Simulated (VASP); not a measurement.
A run of VASP 6.6.1 is set up as follows.

Contents of INCAR:

```
  ALGO = Normal
  EDIFF = 1E-6
  EDIFFG = -0.08
  ENCUT = 520
  GGA = PE
  IBRION = 2
  ISIF = 2
  ISMEAR = -1
  ISPIN = 2
  IVDW = 12
  KPAR = 2
  LASPH = T
  LCHARG = F
  LORBIT = 11
  LREAL = Auto
  LWAVE = F
  MAGMOM = 0 0 0 0 0 0 0 0 0 0 0 0 0 0 0 0 1
  NELM = 150
  NSW = 45
  PREC = Accurate
  SIGMA = 0.02
```

KPOINTS

```
k-points
0
Gamma
  2 2 2
```

POSCAR

```
Si16B
1.0
    0.0000000000      5.4300000000      5.4300000000
    5.4300000000      0.0000000000      5.4300000000
    5.4300000000      5.4300000000      0.0000000000
Si B
16 1
Direct
    0.0000000000      0.0000000000      0.0000000000
    0.1250000000      0.1250000000      0.1250000000
    0.0000000000      0.0000000000      0.5000000000
    0.1250000000      0.1250000000      0.6250000000
    0.0000000000      0.5000000000      0.0000000000
    0.1250000000      0.6250000000      0.1250000000
    0.0000000000      0.5000000000      0.5000000000
    0.1250000000      0.6250000000      0.6250000000
    0.5000000000      0.0000000000      0.0000000000
    0.6250000000      0.1250000000      0.1250000000
    0.5000000000      0.0000000000      0.5000000000
    0.6250000000      0.1250000000      0.6250000000
    0.5000000000      0.5000000000      0.0000000000
    0.6250000000      0.6250000000      0.1250000000
    0.5000000000      0.5000000000      0.5000000000
    0.6250000000      0.6250000000      0.6250000000
    0.3678895000      0.8831438000      0.3736106000
```

Potentials or basis: VASP PAW PBE potentials, release 64 (Si, B).

Launch:

```sh
$ cat potpaw_PBE.64/Si/POTCAR potpaw_PBE.64/B/POTCAR > POTCAR
$ mpirun -np 4 vasp_std > vasp.out
```

Q: Predict the dispersion energy per atom.

A: -0.314 eV.

Q: Predict the energy gained by relaxing.

A: 4.8 meV/atom.

Q: Estimate the net moment.

A: 0.00 μB per cell.

Step by step:
```csv
step,energy change (eV),largest force (eV/Å),pressure (GPa)
1,0.0000,0.6263,0.15
2,-0.0620,0.2667,0.31
3,-0.0765,0.1429,0.53
4,-0.0814,0.0433,0.49
```

Caveat: the k points lie up to 0.50 Å⁻¹ apart; the relaxation stopped at a loose force limit of 0.08 eV/Å, so its end isn't a converged minimum.
